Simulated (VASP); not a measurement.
# LiF (P6_3mc) in VASP: further runs

LiF is run at these levels: PBE, r2SCAN; tasks: single point.

Everything below comes from runs of VASP 6.6.1. Logs are shortened: lines on timing, memory, paths and dates and some standing lists are left out, and cuts for length are marked.

### 1 The cell of the first run

It takes space group P6_3mc (No. 186, hexagonal). Conventional cell: a = 3.081 Å, b = 3.081 Å, c = 4.785 Å, α = 90.00°, β = 90.00°, γ = 120.00°. Li (site symmetry 3m) has 4 F at 1.86 to 1.87 Å within 2.5 Å. Within 2.5 Å of F (site symmetry 3m) lie 4 Li at 1.86 to 1.87 Å.

### 2 Single point, PBE

File INCAR:

```
SYSTEM = LiF
PREC = Accurate ; ENCUT = 520
EDIFF = 1E-6 ; ISMEAR = 0
SIGMA = 0.01 ; LREAL = .FALSE.
LASPH = .TRUE. ; NELM = 60
ALGO = Normal ; ISIF = 2
LWAVE = .FALSE. ; LCHARG = .FALSE.
GGA = PE ; NBANDS = 18
```

File KPOINTS:

```
Automatic mesh
0
G
  12 12 6
  0 0 0
```

File POSCAR:

```
LiF
1.0
    3.0810126255      0.0000000000      0.0000000000
   -1.5405063128      2.6682352031      0.0000000000
    0.0000000000      0.0000000000      4.7853430406
Li F
2 2
Direct
    0.3333333333      0.6666666667     -0.0074305281
    0.6666666667      0.3333333333      0.4925694719
    0.3333333333      0.6666666667      0.3824305281
    0.6666666667      0.3333333333      0.8824305281
```

Potentials or basis: VASP PAW PBE potentials, release 64 (Li_sv, F).

Started as:

```sh
cat potpaw_PBE.64/Li_sv/POTCAR potpaw_PBE.64/F/POTCAR > POTCAR
mpirun -np 1 vasp_std > vasp.out
```

OUTCAR:

```text
SYSTEM = LiF
   PREC = Accurate
   ENCUT = 520
   EDIFF = 1E-6
   ISMEAR = 0
   LREAL = .FALSE.
   LASPH = .TRUE.
   NELM = 60
   ISIF = 2
   GGA = PE

 ion  position               nearest neighbor table
   1  0.333  0.667  0.993-   4 1.86   4 1.86   4 1.86   3 1.87
   2  0.667  0.333  0.493-   3 1.86   3 1.86   3 1.86   4 1.87
   3  0.333  0.667  0.382-   2 1.86   2 1.86   2 1.86   1 1.87
   4  0.667  0.333  0.882-   1 1.86   1 1.86   1 1.86   2 1.87

  LATTYP: Found a hexagonal cell.
 ALAT       =     3.0810126255
 C/A-ratio  =     1.5531721620

  Lattice vectors:

 A1 = (   3.0810126255,   0.0000000000,   0.0000000000)
 A2 = (  -1.5405063128,   2.6682352031,   0.0000000000)
 A3 = (   0.0000000000,   0.0000000000,   4.7853430406)

Analysis of symmetry for initial positions (statically):
=====================================================================
 Subroutine PRICEL returns:
 Original cell was already a primitive cell.

 Routine SETGRP: Setting up the symmetry group for a
 hexagonal supercell.

 Subroutine GETGRP returns: Found 12 space group operations
 (whereof  6 operations were pure point group operations)
 out of a pool of 24 trial point group operations.

The static configuration has the point symmetry C_3v.
 The point group associated with its full space group is C_6v.

Analysis of symmetry for dynamics (positions and initial velocities):
=====================================================================
 Subroutine PRICEL returns:
 Original cell was already a primitive cell.

 Routine SETGRP: Setting up the symmetry group for a
 hexagonal supercell.

 Subroutine GETGRP returns: Found 12 space group operations
 (whereof  6 operations were pure point group operations)
 out of a pool of 24 trial point group operations.

The dynamic configuration has the point symmetry C_3v.
 The point group associated with its full space group is C_6v.

 Subroutine INISYM returns: Found 12 space group operations
 (whereof  6 operations are pure point group operations),
 and found     1 'primitive' translations

----------------------------------------------------------------------------------------

                                     Primitive cell

  volume of cell :      39.3397

[... 91 lines left out ...]
   NELM   =     60;   NELMIN=  2; NELMDL= -5     # of ELM steps
   EDIFF  = 0.1E-05   stopping-criterion for ELM
   LREAL  =      F    real-space projection
   EDIFFG = 0.1E-04   stopping-criterion for IOM
   NSW    =      0    number of steps for IOM
   IBRION =     -1    ionic relax: 0-MD 1-quasi-New 2-CG
   NFREE  =      0    steps in history (QN), initial steepest desc. (CG)
   ISIF   =      2    stress and relaxation
   ISYM   =      2    0-nonsym 1-usesym 2-fastsym
   POTIM  = 0.5000    time-step for ionic-motion
   TEBEG  =    0.0;   TEEND  =   0.0 temperature during run
   PSTRESS=    0.0 pullay stress
   NELECT =      20.0000    total number of electrons
   NUPDOWN=      -1.0000    fix difference up-down
   EMIN   =  10.00;   EMAX   =-10.00  energy-range for DOS
   EFERMI =   0.00;   METHOD = LEGACY
   ISMEAR =     0;   SIGMA  =   0.01  broadening in eV -4-tet -1-fermi 0-gaus
   EFERMI_NEDOS =   21; number of points for ismear=-14 and -15
   IALGO  =     38    algorithm
   IMIX   =      4    mixing-type and parameters
     AMIX     =   0.40;   BMIX     =  1.00
     AMIX_MAG =   1.60;   BMIX_MAG =  1.00
  volume/ion in A,a.u.               =       9.83        66.37
  Fermi-wavevector in a.u.,A,eV,Ry     =   1.306596  2.469108 23.227767  1.707193
  Thomas-Fermi vector in A             =   2.437387
   LORBIT       =      0    0 simple, 1 ext, 2 COOP (PROOUT), +10 PAW based schemes
   GGA     = PE    functional components
   LHFCALC =     F    Hartree Fock is set to
   AEXX    =    0.0000 exact exchange contribution
   IVDW    =     0    specifies the selected vdW correction
   LEPSILON=     F    determine dielectric tensor
   LRPA    =     F    only Hartree local field effects (RPA)
 non-spin polarized calculation
 Gauss-broadening in eV      SIGMA  =   0.01
  energy-cutoff  :      520.00
  volume of cell :       39.34
 maximum number of plane-waves:      1085
 NGX is ok and might be reduce to    24
   NGX = 11   NGY = 11   NGZ = 17

 number of electron      20.0000014 magnetization

 Free energy of the ion-electron system (eV)
  ---------------------------------------------------
  ext. energy  EPLUGINS =         0.00000000
  ---------------------------------------------------
  free energy    TOTEN  =       -19.27822283 eV

  energy without entropy =      -19.27822283  energy(sigma->0) =      -19.27822283

 E-fermi :  -2.2751     XC(G=0):  -8.8753

 val. band max:       -2.4014838967   @ k =   0.0000   0.0000   0.0000
 cond. band min:       5.4371940730   @ k =   0.0000   0.0000   0.0000
 fundamental gap:      7.8386779696
 Fermi energy:        -2.2750829157

 k-point     1 :       0.0000    0.0000    0.0000
  band No.  band energies     occupation
      1     -42.8398      2.00000
      2     -42.7964      2.00000
      3     -21.8812      2.00000
      4     -21.6301      2.00000
      5      -4.6198      2.00000
      6      -2.9174      2.00000
[... 481 lines left out ...]
      5      -4.2619      2.00000
      6      -3.7036      2.00000
[... 10 lines left out ...]
     17      17.1031      0.00000
     18      18.1070      0.00000

 [... further k-points ...]

------------------------ aborting loop because EDIFF is reached ----------------------------------------

  FORCE on cell =-STRESS in cart. coord.  units (eV):
  Direction    XX          YY          ZZ          XY          YZ          ZX
  --------------------------------------------------------------------------------------
  -------------------------------------------------------------------------------------
  Total        0.6917521      0.6917521      0.7068840     -0.0000000     -0.0000000      0.0000000
  in kB       28.1728250     28.1728250     28.7890990     -0.0000000     -0.0000000      0.0000000
  external PRESSURE =      28.3782496 kB  Pullay stress =       0.0000000 kB

 VOLUME and BASIS-vectors are now :
 -----------------------------------------------------------------------------
  energy-cutoff  :      520.00
  volume of cell :       39.34
      direct lattice vectors                 reciprocal lattice vectors
     3.081012626  0.000000000  0.000000000     0.324568615  0.187389777  0.000000000
    -1.540506313  2.668235203  0.000000000     0.000000000  0.374779554  0.000000000
     0.000000000  0.000000000  4.785343041     0.000000000  0.000000000  0.208971435

 POSITION                                       TOTAL-FORCE (eV/Angst)
 -----------------------------------------------------------------------------------
     -0.00000      1.77882      4.74979         0.000000     -0.000000     -0.003007
      1.54051      0.88941      2.35711        -0.000000      0.000000     -0.003007
     -0.00000      1.77882      1.83006         0.000000     -0.000000      0.003007
      1.54051      0.88941      4.22273        -0.000000      0.000000      0.003007
 -----------------------------------------------------------------------------------
    total drift:                               -0.000001     -0.000001      0.005140

  FREE ENERGIE OF THE ION-ELECTRON SYSTEM (eV)
  ---------------------------------------------------
  free  energy   TOTEN  =       -19.2782228315 eV

  energy  without entropy=      -19.2782228315  energy(sigma->0) =      -19.27822283
```

OSZICAR:

```text
N       E                     dE             d eps       ncg     rms          rms(c)
DAV:   1     0.121917318197E+03    0.12192E+03   -0.10857E+04  2736   0.121E+03
DAV:   2    -0.101510157277E+02   -0.13207E+03   -0.12925E+03  3138   0.302E+02
DAV:   3    -0.206062923502E+02   -0.10455E+02   -0.10396E+02  5158   0.628E+01
DAV:   4    -0.206970247766E+02   -0.90732E-01   -0.90548E-01  3440   0.729E+00
DAV:   5    -0.206979487505E+02   -0.92397E-03   -0.92372E-03  3630   0.628E-01    0.736E+00
DAV:   6    -0.192124350802E+02    0.14855E+01   -0.39958E+00  2892   0.152E+01    0.225E+00
DAV:   7    -0.192400996281E+02   -0.27665E-01   -0.12351E-01  3090   0.245E+00    0.149E+00
DAV:   8    -0.192785167689E+02   -0.38417E-01   -0.59927E-02  3126   0.235E+00    0.376E-01
DAV:   9    -0.192772305474E+02    0.12862E-02   -0.61380E-03  3730   0.674E-01    0.975E-02
DAV:  10    -0.192782346309E+02   -0.10041E-02   -0.14530E-03  2980   0.258E-01    0.503E-02
DAV:  11    -0.192782197310E+02    0.14900E-04   -0.57750E-05  3764   0.689E-02    0.107E-02
DAV:  12    -0.192782225878E+02   -0.28569E-05   -0.77604E-06  3018   0.227E-02    0.224E-03
DAV:  13    -0.192782228315E+02   -0.24368E-06   -0.18712E-07  2806   0.350E-03
   1 F= -.19278223E+02 E0= -.19278223E+02  d E =-.267164E-74
```

stdout:

```text
POSCAR found type information on POSCAR LiF
 POSCAR found :  2 types and       4 ions
 scaLAPACK will be used
 LDA part: xc-table for (Slater+PW92), standard interpolation
 POSCAR, INCAR and KPOINTS ok, starting setup
 FFT: planning ... GRIDC
 FFT: planning ... GRID_SOFT
 FFT: planning ... GRID
 WAVECAR not read
 entering main loop
```

Run time: 19 s. Hardware: 1 thread of Intel Xeon Platinum 8488C (Sapphire Rapids), shared host; peak memory 0.17 GiB.

What came out:

```
Free energy            : -19.2782 eV
Largest force          : 0.003 eV/Å
Band gap on the k mesh : 7.84 eV, direct
```

Forces in eV/Å, atoms in the order of the input:
```
Li   0.000  0.000 -0.003
Li   0.000  0.000 -0.003
F    0.000  0.000  0.003
F    0.000  0.000  0.003
```

Levels at points of the mesh, in eV from the valence-band top:
```tsv
k point	band 7	band 8	band 9	band 10	band 11	band 12	band 13	band 14
(0.00, 0.00, 0.00)	-0.52	-0.18	-0.18	0.00	7.84	12.17	15.40	18.55
(0.50, 0.00, 0.00)	-1.07	-1.05	-0.56	-0.41	11.26	12.30	14.93	15.12
(0.00, 0.00, 0.50)	-0.35	-0.35	-0.35	-0.35	9.56	9.56	17.78	17.78
(0.50, 0.00, 0.50)	-0.74	-0.74	-0.57	-0.57	11.23	11.23	14.99	14.99
```

Caveat: the cutoff is under 1.25 times the usual one of these potentials, so pressure, stress and relaxed cells hold a basis-set (Pulay) error. As with any semilocal functional, this PBE gap is likely too small.

### 3 Single point, r2SCAN

POSCAR is that of step 2.

File INCAR.step1:

```
SYSTEM = LiF
PREC = Accurate ; ENCUT = 520
ISMEAR = 0 ; SIGMA = 0.01
LREAL = .False. ; LASPH = .True.
NELM = 60 ; NBANDS = 18
GGA = PE ; ALGO = Normal
EDIFF = 1E-4 ; LWAVE = .True.
LCHARG = .False.
```

File INCAR.step2:

```
SYSTEM = LiF
PREC = Accurate ; ENCUT = 520
EDIFF = 1E-6 ; ISMEAR = 0
SIGMA = 0.01 ; LREAL = .False.
LASPH = .True. ; NELM = 60
ALGO = Normal ; ISIF = 2
LWAVE = .False. ; LCHARG = .False.
METAGGA = R2SCAN ; LMIXTAU = .True.
NBANDS = 18 ; ISTART = 1
```

File KPOINTS:

```
Automatic mesh
0
Gamma
  12 12 6
  0 0 0
```

Potentials or basis: VASP PAW PBE potentials, release 64 (Li_sv, F).

Started as:

```sh
cat potpaw_PBE.64/Li_sv/POTCAR potpaw_PBE.64/F/POTCAR > POTCAR
cp INCAR.step1 INCAR
mpirun -np 1 vasp_std > vasp.out
cp INCAR.step2 INCAR
mpirun -np 1 vasp_std > vasp.out
```

OUTCAR:

```text
SYSTEM = LiF
   PREC = Accurate
   ENCUT = 520
   EDIFF = 1E-6
   ISMEAR = 0
   LREAL = .False.
   LASPH = .True.
   NELM = 60
   ISIF = 2
   METAGGA = R2SCAN
   ISTART = 1

 ion  position               nearest neighbor table
   1  0.333  0.667  0.993-   4 1.86   4 1.86   4 1.86   3 1.87
   2  0.667  0.333  0.493-   3 1.86   3 1.86   3 1.86   4 1.87
   3  0.333  0.667  0.382-   2 1.86   2 1.86   2 1.86   1 1.87
   4  0.667  0.333  0.882-   1 1.86   1 1.86   1 1.86   2 1.87

  LATTYP: Found a hexagonal cell.
 ALAT       =     3.0810126255
 C/A-ratio  =     1.5531721620

  Lattice vectors:

 A1 = (   3.0810126255,   0.0000000000,   0.0000000000)
 A2 = (  -1.5405063128,   2.6682352031,   0.0000000000)
 A3 = (   0.0000000000,   0.0000000000,   4.7853430406)

Analysis of symmetry for initial positions (statically):
=====================================================================
 Subroutine PRICEL returns:
 Original cell was already a primitive cell.

 Routine SETGRP: Setting up the symmetry group for a
 hexagonal supercell.

 Subroutine GETGRP returns: Found 12 space group operations
 (whereof  6 operations were pure point group operations)
[... 174 lines left out ...]
 cond. band min:       5.6501846969   @ k =   0.0000   0.0000   0.0000
 fundamental gap:      8.6764298674
 Fermi energy:        -2.9481148700

 k-point     1 :       0.0000    0.0000    0.0000
  band No.  band energies     occupation
      1     -44.5905      2.00000
      2     -44.5467      2.00000
      3     -23.6236      2.00000
      4     -23.3914      2.00000
      5      -5.2183      2.00000
      6      -3.5432      2.00000
[... 481 lines left out ...]
      5      -4.8719      2.00000
      6      -4.3025      2.00000
[... 10 lines left out ...]
     17      17.8895      0.00000
     18      19.1504      0.00000

 [... further k-points ...]

------------------------ aborting loop because EDIFF is reached ----------------------------------------

  FORCE on cell =-STRESS in cart. coord.  units (eV):
  Direction    XX          YY          ZZ          XY          YZ          ZX
  --------------------------------------------------------------------------------------
  -------------------------------------------------------------------------------------
  Total       -0.0761253     -0.0761253     -0.0680078      0.0000000      0.0000000      0.0000000
  in kB       -3.1003362     -3.1003362     -2.7697358      0.0000000      0.0000000      0.0000000
  external PRESSURE =      -2.9901361 kB  Pullay stress =       0.0000000 kB

 VOLUME and BASIS-vectors are now :
 -----------------------------------------------------------------------------
  energy-cutoff  :      520.00
  volume of cell :       39.34
      direct lattice vectors                 reciprocal lattice vectors
     3.081012626  0.000000000  0.000000000     0.324568615  0.187389777  0.000000000
    -1.540506313  2.668235203  0.000000000     0.000000000  0.374779554  0.000000000
     0.000000000  0.000000000  4.785343041     0.000000000  0.000000000  0.208971435

 POSITION                                       TOTAL-FORCE (eV/Angst)
 -----------------------------------------------------------------------------------
     -0.00000      1.77882      4.74979        -0.000000      0.000000     -0.003379
      1.54051      0.88941      2.35711         0.000000     -0.000000     -0.003379
     -0.00000      1.77882      1.83006         0.000000      0.000000      0.003379
      1.54051      0.88941      4.22273        -0.000000      0.000000      0.003379
 -----------------------------------------------------------------------------------
    total drift:                               -0.000001     -0.000001     -0.057025

  FREE ENERGIE OF THE ION-ELECTRON SYSTEM (eV)
  ---------------------------------------------------
  free  energy   TOTEN  =       -23.6587071976 eV

  energy  without entropy=      -23.6587071976  energy(sigma->0) =      -23.65870720
```

OSZICAR.step1:

```text
N       E                     dE             d eps       ncg     rms          rms(c)
DAV:   1     0.121917318197E+03    0.12192E+03   -0.10857E+04  2736   0.121E+03
DAV:   2    -0.101510157277E+02   -0.13207E+03   -0.12925E+03  3138   0.302E+02
DAV:   3    -0.206062923502E+02   -0.10455E+02   -0.10396E+02  5158   0.628E+01
DAV:   4    -0.206970247766E+02   -0.90732E-01   -0.90548E-01  3440   0.729E+00
DAV:   5    -0.206979487505E+02   -0.92397E-03   -0.92372E-03  3630   0.628E-01    0.736E+00
DAV:   6    -0.192124350802E+02    0.14855E+01   -0.39958E+00  2892   0.152E+01    0.225E+00
DAV:   7    -0.192400996281E+02   -0.27665E-01   -0.12351E-01  3090   0.245E+00    0.149E+00
DAV:   8    -0.192785167689E+02   -0.38417E-01   -0.59927E-02  3126   0.235E+00    0.376E-01
DAV:   9    -0.192772305474E+02    0.12862E-02   -0.61380E-03  3730   0.674E-01    0.975E-02
DAV:  10    -0.192782346309E+02   -0.10041E-02   -0.14530E-03  2980   0.258E-01    0.503E-02
DAV:  11    -0.192782194309E+02    0.15200E-04   -0.54748E-05  2914   0.689E-02
   1 F= -.19278219E+02 E0= -.19278219E+02  d E =-.242208E-96
```

It took 87 s on 1 thread of Intel Xeon Platinum 8488C (Sapphire Rapids), shared host; peak memory 0.18 GiB.

Results:

| Quantity | Value |
| --- | --- |
| Free energy | -23.6587 eV |
| Largest force | 0.003 eV/Å |
| Band gap on the k mesh | 8.68 eV, direct |

Forces in eV/Å, atoms in the order of the input:
```
Li   0.000  0.000 -0.003
Li   0.000  0.000 -0.003
F    0.000  0.000  0.003
F    0.000  0.000  0.003
```

Caveat: the cutoff is under 1.25 times the usual one of these potentials, so pressure, stress and relaxed cells hold a basis-set (Pulay) error; the PAW data sets were made with another functional, which shifts forces and pressure a little.
